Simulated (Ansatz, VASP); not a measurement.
## KI in VASP and in Ansatz

```
K I
1.0
     0.00000    3.52455    3.24259
     3.52455    0.00000    3.24259
     3.52455    3.52455    0.00000
K I
1 1
Direct
  0.00000 0.00000 0.00000
  0.50000 0.50000 0.50000
```

Change from the starting cell: strain +0.000 along x and y, -0.080 along z, atoms carried along.

Alike in both runs: task single point; functional PBEsol; k mesh 6 × 6 × 6; occupations gaussian, width 0.05 eV; no spin polarisation.

|  | VASP | Ansatz |
| --- | --- | --- |
| version | VASP 6.6.1 | Ansatz 0.2.0 |
| potentials or method | VASP PAW PBE potentials, release 64 (K_sv, I), cutoff 520 eV | scalar-relativistic, plane waves, PAW |
| valence electrons in the cell | 16 | 26 |

```csv
,VASP,Ansatz,Ansatz less VASP
gap on the k mesh at the Fermi level (eV),3.94,3.95,+0.008
least direct gap on the mesh (eV),3.94,3.95,+0.008
pressure (GPa),1.4,1.3,-0.06
"traceless stress, the component that is largest in VASP (GPa)",2.48,2.44,-0.037
```

VASP's potentials were made for PBE, not for PBEsol. VASP's potentials hold 16 valence electrons a cell and Ansatz's 26, so a difference there can come from the potentials and not from the codes.

Neither program's run includes spin-orbit coupling.
